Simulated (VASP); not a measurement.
Write the native input for VASP 6.6.1 that does the following.

```yaml
Task: relaxation of shape and atoms at fixed volume
Functional: PBEsol
Potentials_or_basis: VASP PAW PBE potentials, release 64 (Hf_pv)
Cutoff: 600 eV
k_mesh: 18 × 18 × 8
Occupations: gaussian, width 0.1 eV
Spin: no spin polarisation
Dipole_correction: no
Further_INCAR_settings: ALGO = Fast; EDIFF = 1e-06; IBRION = 2; EDIFFG = -0.01; NSW = 50; ISIF = 4
```

The structure of Hf lies in POSCAR:

```
Hf
1.0
    3.2206236868      0.0000000000      0.0000000000
   -1.6103118434      2.7891419288      0.0000000000
    0.0000000000      0.0000000000      5.0981408465
Hf
2
Direct
    0.3333333333      0.6666666667      0.2500000000
    0.6666666667      0.3333333333      0.7500000000
```

The input as run:

INCAR

```
  ALGO = Fast
  EDIFF = 1E-6
  EDIFFG = -0.01
  ENCUT = 600
  GGA = PS
  IBRION = 2
  ISIF = 4
  ISMEAR = 0
  LASPH = True
  LCHARG = False
  LREAL = False
  LWAVE = False
  NELM = 100
  NSW = 50
  PREC = Accurate
  SIGMA = 0.1
```

KPOINTS

```
k-points
0
Gamma
  18 18 8
```

Potentials or basis: VASP PAW PBE potentials, release 64 (Hf_pv).

Run with:

```console
$ cat potpaw_PBE.64/Hf_pv/POTCAR > POTCAR
$ mpirun -np 1 vasp_std > vasp.out
```

It gave:

```yaml
Energy_gained_by_relaxing: 0.1 meV/atom
Ionic_steps: 2
Pressure_after_relaxing: -6.4 GPa
Band_gap_on_the_k_mesh: zero (bands 10 and 11 overlap by 1.57 eV)
```

Caveat: the PAW data sets were made with another functional, which shifts forces and pressure a little; spin-orbit coupling is left out, which moves the levels of the heavy elements.

It took 3.2 min on 1 thread of Intel(R) Xeon(R) Platinum 8375C CPU @ 2.90GHz (Ice Lake), with other jobs on the host, peak memory 0.28 GiB.
